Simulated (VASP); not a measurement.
# TiO2 (I4_1/amd) in VASP: notebook

TiO2 is run at these levels: LDA; tasks: electric field gradients.

Everything below comes from runs of VASP 6.6.1. Logs are shortened: lines on timing, memory, paths and dates and some standing lists are left out, and cuts for length are marked.

### 1 The cell of the first run

The structure is tetragonal, space group I4_1/amd (No. 141). The conventional cell has a = 3.785 Å, b = 3.785 Å, c = 9.704 Å, α = 90.00°, β = 90.00°, γ = 90.00°. Within 2.6 Å of Ti (site symmetry -4m2) lie 6 O at 1.94 to 2.00 Å. O (site symmetry 2mm) has 3 Ti at 1.94 to 2.00 Å and 2 O at 2.47 Å within 2.6 Å.

### 2 Electric field gradients, LDA (zz strain of +2 %)

INCAR

```
SYSTEM = TiO2
PREC = Accurate
ENCUT = 520
EDIFF = 1E-8
ISMEAR = -1
SIGMA = 0.08
LREAL = .FALSE.
LASPH = .TRUE.
NELM = 60
ALGO = Normal
ISIF = 2
LWAVE = .FALSE.
LCHARG = .FALSE.
LEFG = .TRUE.
NBANDS = 33
```

KPOINTS

```
regular mesh
0
G
  13 13 13
  0 0 0
```

POSCAR

```
TiO2
1.0
   -1.8925000000      1.8925000000      4.8521400000
    1.8925000000     -1.8925000000      4.8521400000
    1.8925000000      1.8925000000     -4.8521400000
Ti O
2 4
Direct
    0.0000000000      0.0000000000      0.0000000000
    0.7500000000      0.2500000000      0.5000000000
    0.2066000000      0.2066000000      0.0000000000
    0.9566000000      0.4566000000      0.5000000000
    0.5434000000      0.0434000000      0.5000000000
    0.7934000000      0.7934000000      0.0000000000
```

Potentials or basis: VASP PAW LDA potentials, release 64 (Ti_sv, O).

The run is started by

```sh
$ cat potpaw_LDA.64/Ti_sv/POTCAR potpaw_LDA.64/O/POTCAR > POTCAR
$ mpirun -np 1 vasp_std > vasp.out
```

OUTCAR:

```text
SYSTEM = TiO2
   PREC = Accurate
   ENCUT = 520
   EDIFF = 1E-8
   ISMEAR = -1
   LREAL = .FALSE.
   LASPH = .TRUE.
   NELM = 60
   ISIF = 2

 ion  position               nearest neighbor table
   1  0.000  0.000  0.000-   5 1.94   4 1.94   5 1.94   4 1.94   3 2.00   6 2.00
   2  0.750  0.250  0.500-   6 1.94   3 1.94   6 1.94   3 1.94   4 2.00   5 2.00
   3  0.207  0.207  0.000-   2 1.94   2 1.94   1 2.00
   4  0.957  0.457  0.500-   1 1.94   1 1.94   2 2.00
   5  0.543  0.043  0.500-   1 1.94   1 1.94   2 2.00
   6  0.793  0.793  0.000-   2 1.94   2 1.94   1 2.00

  LATTYP: Found a body centered tetragonal cell.
 ALAT       =     3.7850000000
 C/A-ratio  =     2.5638784676

  Lattice vectors:

 A1 = (  -1.8925000000,   1.8925000000,   4.8521400000)
 A2 = (   1.8925000000,  -1.8925000000,   4.8521400000)
 A3 = (   1.8925000000,   1.8925000000,  -4.8521400000)

Analysis of symmetry for initial positions (statically):
=====================================================================
 Subroutine PRICEL returns:
 Original cell was already a primitive cell.

 Routine SETGRP: Setting up the symmetry group for a
 body centered tetragonal supercell.

 Subroutine GETGRP returns: Found 16 space group operations
 (whereof  8 operations were pure point group operations)
 out of a pool of 16 trial point group operations.

The static configuration has the point symmetry D_2d.
 The point group associated with its full space group is D_4h.

Analysis of symmetry for dynamics (positions and initial velocities):
=====================================================================
 Subroutine PRICEL returns:
 Original cell was already a primitive cell.

 Routine SETGRP: Setting up the symmetry group for a
 body centered tetragonal supercell.

 Subroutine GETGRP returns: Found 16 space group operations
 (whereof  8 operations were pure point group operations)
 out of a pool of 16 trial point group operations.

The dynamic configuration has the point symmetry D_2d.
 The point group associated with its full space group is D_4h.

 Subroutine INISYM returns: Found 16 space group operations
 (whereof  8 operations are pure point group operations),
 and found     1 'primitive' translations

----------------------------------------------------------------------------------------

                                     Primitive cell

  volume of cell :      69.5128

  direct lattice vectors                    reciprocal lattice vectors
    -1.892500000  1.892500000  4.852140000     0.000000000  0.264200793  0.103047315
     1.892500000 -1.892500000  4.852140000     0.264200793  0.000000000  0.103047315
     1.892500000  1.892500000 -4.852140000     0.264200793  0.264200793  0.000000000

  length of vectors
     5.541333330  5.541333330  5.541333330     0.283585627  0.283585627  0.373636344

  position of ions in fractional coordinates (direct lattice)
     0.000000000  0.000000000  0.000000000
     0.750000000  0.250000000  0.500000000
     0.206600000  0.206600000  0.000000000
     0.956600000  0.456600000  0.500000000
     0.543400000  0.043400000  0.500000000
     0.793400000  0.793400000  0.000000000

  ion indices of the primitive-cell ions
   primitive index   ion index
                 1           1
                 2           2
                 3           3
                 4           4
                 5           5
                 6           6

----------------------------------------------------------------------------------------

 KPOINTS: regular mesh

Automatic generation of k-mesh.
 Grid dimensions read from file:
 generate k-points for:   13   13   13

 Generating k-lattice:

  Cartesian coordinates                     Fractional coordinates (reciprocal lattice)
     0.000000000  0.020323138  0.007926717     0.076923077 -0.000000000  0.000000000
     0.020323138  0.000000000  0.007926717    -0.000000000  0.076923077  0.000000000
     0.020323138  0.020323138  0.000000000     0.000000000  0.000000000  0.076923077

  Length of vectors
     0.021814279  0.021814279  0.028741257

  Shift w.r.t. Gamma in fractional coordinates (k-lattice)
     0.000000000  0.000000000  0.000000000

 Subroutine IBZKPT returns following result:
 ===========================================

 Found    196 irreducible k-points:

 Following reciprocal coordinates:
            Coordinates               Weight
  0.000000  0.000000  0.000000      1.000000
  0.076923  0.000000 -0.000000      8.000000
  0.153846  0.000000  0.000000      8.000000
  0.230769  0.000000 -0.000000      8.000000
  0.307692  0.000000  0.000000      8.000000
  0.384615  0.000000  0.000000      8.000000
[... 16 lines left out ...]
  0.384615  0.153846  0.000000     16.000000
  0.461538  0.153846  0.000000     16.000000
 [... further k-points ...]
   k-points           NKPTS =    196   k-points in BZ     NKDIM =    196   number of bands    NBANDS=     33
   number of dos      NEDOS =    301   number of ions     NIONS =      6
   total plane-waves  NPLWV =  74088
   dimension x,y,z NGX =    42 NGY =   42 NGZ =   42
   dimension x,y,z NGXF=    84 NGYF=   84 NGZF=   84
   ions per type =               2   4
   NGX,Y,Z   is equivalent  to a cutoff of  12.60, 12.60, 12.60 a.u.
   NGXF,Y,Z  is equivalent  to a cutoff of  25.20, 25.20, 25.20 a.u.
 SYSTEM =  TiO2
   PREC   = accura    normal or accurate (medium, high low for compatibility)
   ISTART =      0    job   : 0-new  1-cont  2-samecut
   ICHARG =      2    charge: 1-file 2-atom 10-const
   ISPIN  =      1    spin polarized calculation?
   LNONCOLLINEAR =      F non collinear calculations
   LSORBIT =      F    spin-orbit coupling
   LASPH  =      T    aspherical Exc in radial PAW
   ENCUT  =  520.0 eV  38.22 Ry    6.18 a.u.  10.30 10.30 10.30*2*pi/ulx,y,z
   NELM   =     60;   NELMIN=  2; NELMDL= -5     # of ELM steps
   EDIFF  = 0.1E-07   stopping-criterion for ELM
   LREAL  =      F    real-space projection
   EDIFFG = 0.1E-06   stopping-criterion for IOM
   NSW    =      0    number of steps for IOM
   IBRION =     -1    ionic relax: 0-MD 1-quasi-New 2-CG
   NFREE  =      0    steps in history (QN), initial steepest desc. (CG)
   ISIF   =      2    stress and relaxation
   ISYM   =      2    0-nonsym 1-usesym 2-fastsym
   POTIM  = 0.5000    time-step for ionic-motion
   TEBEG  =    0.0;   TEEND  =   0.0 temperature during run
   PSTRESS=    0.0 pullay stress
   NELECT =      48.0000    total number of electrons
   NUPDOWN=      -1.0000    fix difference up-down
   EMIN   =  10.00;   EMAX   =-10.00  energy-range for DOS
   EFERMI =   0.00;   METHOD = LEGACY
   ISMEAR =    -1;   SIGMA  =   0.08  broadening in eV -4-tet -1-fermi 0-gaus
   EFERMI_NEDOS =   21; number of points for ismear=-14 and -15
   IALGO  =     38    algorithm
   IMIX   =      4    mixing-type and parameters
     AMIX     =   0.40;   BMIX     =  1.00
     AMIX_MAG =   1.60;   BMIX_MAG =  1.00
  volume/ion in A,a.u.               =      11.59        78.18
  Fermi-wavevector in a.u.,A,eV,Ry     =   1.446994  2.734423 28.487784  2.093793
  Thomas-Fermi vector in A             =   2.565000
   LORBIT       =      0    0 simple, 1 ext, 2 COOP (PROOUT), +10 PAW based schemes
   GGA     = CA    functional components
   LHFCALC =     F    Hartree Fock is set to
   AEXX    =    0.0000 exact exchange contribution
   IVDW    =     0    specifies the selected vdW correction
   LEPSILON=     F    determine dielectric tensor
   LRPA    =     F    only Hartree local field effects (RPA)
 non-spin polarized calculation
  energy-cutoff  :      520.00
  volume of cell :       69.51
 maximum number of plane-waves:      1885
 NGX is ok and might be reduce to    42
   NGX = 21   NGY = 21   NGZ = 21

 number of electron      47.9999994 magnetization

 Free energy of the ion-electron system (eV)
  ---------------------------------------------------
  ext. energy  EPLUGINS =         0.00000000
  ---------------------------------------------------
  free energy    TOTEN  =       -58.75470020 eV

  energy without entropy =      -58.75469992  energy(sigma->0) =      -58.75470006

 E-fermi :   4.0191     XC(G=0): -11.2365

 val. band max:        2.9005808029   @ k =  -0.4615   0.4615   0.0000
 cond. band min:       4.9248704065   @ k =   0.0000   0.0000   0.0000
 fundamental gap:      2.0242896036
 Fermi energy:         4.0190733009

 k-point     1 :       0.0000    0.0000    0.0000
  band No.  band energies     occupation
      1     -52.8020      2.00000
      2     -52.7460      2.00000
      3     -29.6508      2.00000
      4     -29.4193      2.00000
      5     -29.4193      2.00000
      6     -29.3541      2.00000
[... 25 lines left out ...]
     32       8.0243      0.00000
     33       8.2115      0.00000

 k-point     2 :       0.0769    0.0000   -0.0000
  band No.  band energies     occupation
      1     -52.8012      2.00000
      2     -52.7464      2.00000
      3     -29.6490      2.00000
      4     -29.4268      2.00000
      5     -29.4198      2.00000
      6     -29.3574      2.00000
[... 25 lines left out ...]
     32       8.1523      0.00000
     33       8.3759      0.00000
[... 754 lines left out ...]
     32       9.1867      0.00000
     33       9.5213      0.00000

 k-point    24 :       0.4615    0.1538    0.0000
  band No.  band energies     occupation
      1     -52.7830      2.00000
      2     -52.7593      2.00000
      3     -29.6173      2.00000
      4     -29.5496      2.00000
      5     -29.4458      2.00000
      6     -29.4083      2.00000
[... 25 lines left out ...]
     32       9.2424      0.00000
     33       9.5471      0.00000

 [... further k-points ...]

------------------------ aborting loop because EDIFF is reached ----------------------------------------

  FORCE on cell =-STRESS in cart. coord.  units (eV):
  Direction    XX          YY          ZZ          XY          YZ          ZX
  --------------------------------------------------------------------------------------
  -------------------------------------------------------------------------------------
  Total       -3.7270904     -3.7270904     -4.3143638      0.0000000      0.0000000      0.0000000
  in kB      -85.9044021    -85.9044021    -99.4402599      0.0000000      0.0000000      0.0000000
  external PRESSURE =     -90.4163547 kB  Pullay stress =       0.0000000 kB

 VOLUME and BASIS-vectors are now :
 -----------------------------------------------------------------------------
  energy-cutoff  :      520.00
  volume of cell :       69.51
      direct lattice vectors                 reciprocal lattice vectors
    -1.892500000  1.892500000  4.852140000     0.000000000  0.264200793  0.103047315
     1.892500000 -1.892500000  4.852140000     0.264200793  0.000000000  0.103047315
     1.892500000  1.892500000 -4.852140000     0.264200793  0.264200793  0.000000000

 POSITION                                       TOTAL-FORCE (eV/Angst)
 -----------------------------------------------------------------------------------
      0.00000      0.00000      0.00000        -0.000000     -0.000000      0.000000
      0.00000      1.89250      2.42607        -0.000000     -0.000000     -0.000000
      0.00000      0.00000      2.00490         0.000000      0.000000     -0.208430
      0.00000      1.89250      4.43097         0.000000      0.000000     -0.208430
      0.00000      1.89250      0.42117         0.000000      0.000000      0.208430
      0.00000      0.00000      7.69938        -0.000000     -0.000000      0.208430
 -----------------------------------------------------------------------------------
    total drift:                               -0.000000     -0.000000     -0.000000

  FREE ENERGIE OF THE ION-ELECTRON SYSTEM (eV)
  ---------------------------------------------------
  free  energy   TOTEN  =       -58.7547001953 eV

  energy  without entropy=      -58.7546999187  energy(sigma->0) =      -58.75470006

 Electric field gradients (V/A^2)
---------------------------------------------------------------------
 ion       V_xx      V_yy      V_zz      V_xy      V_xz      V_yz
---------------------------------------------------------------------
   1      -8.699    -8.699    17.397     0.001     0.001     0.001
   2      -8.699    -8.699    17.397     0.001     0.001     0.001
   3      -8.372    13.814    -5.442    -0.001    -0.002    -0.002
   4      13.814    -8.372    -5.442    -0.001    -0.002    -0.002
   5      -8.372    13.814    -5.442    -0.001    -0.002    -0.002
   6      13.814    -8.372    -5.442    -0.001    -0.002    -0.002
---------------------------------------------------------------------

 Electric field gradients after diagonalization (V/A^2)
 (convention: |V_zz| > |V_xx| > |V_yy|)
----------------------------------------------------------------------
 ion       V_xx      V_yy      V_zz     asymmetry (V_yy - V_xx)/ V_zz
----------------------------------------------------------------------
   1      -8.699    -8.698    17.397       0.000
   2      -8.699    -8.698    17.397       0.000
   3      -8.372    -5.442    13.814       0.212
   4      -8.372    -5.442    13.814       0.212
   5      -8.372    -5.442    13.814       0.212
   6      -8.372    -5.442    13.814       0.212
----------------------------------------------------------------------

           NMR quadrupolar parameters

 Cq : quadrupolar parameter    Cq=e*Q*V_zz/h
 eta: asymmetry parameters     (V_yy - V_xx)/ V_zz
 Q  : nuclear electric quadrupole moment in mb (millibarn)
----------------------------------------------------------------------
 ion       Cq(MHz)       eta       Q (mb)
----------------------------------------------------------------------
   1       0.042       0.000       1.000
   2       0.042       0.000       1.000
   3       0.033       0.212       1.000
   4       0.033       0.212       1.000
   5       0.033       0.212       1.000
   6       0.033       0.212       1.000
----------------------------------------------------------------------
```

Wall time 25 min (1 thread of Intel Xeon 8259CL, shared host); peak memory 0.47 GiB.

What came out:

```
Free energy                             : -58.7547 eV
Pressure                                : -9.0 GPa
Largest force                           : 0.208 eV/Å
Band gap on the k mesh                  : 2.02 eV (least direct gap 2.34 eV)
Largest electric field gradient by atom : Ti +17.4; O +13.8 V/Å²
```

Forces on the atoms (eV/Å):
```
Ti   0.000  0.000  0.000
Ti   0.000  0.000  0.000
O    0.000  0.000 -0.208
O    0.000  0.000 -0.208
O    0.000  0.000  0.208
O    0.000  0.000  0.208
```

Electric field gradients, principal values (V/Å²):
```tsv
atom	least	middle	greatest (by size)
1 Ti	-8.698	-8.699	17.397
2 Ti	-8.698	-8.699	17.397
3 O	-5.442	-8.372	13.814
4 O	-5.442	-8.372	13.814
5 O	-5.442	-8.372	13.814
6 O	-5.442	-8.372	13.814
```

Caveat: the cell differs from its parent crystal (zz strain of +2 %); the cell stands under tension; without QUAD_EFG the Cq values of the log hold for a quadrupole moment of 1 mb, not for the nuclei. A k mesh can miss the band edges.

(Continued in part 2 of 2.)
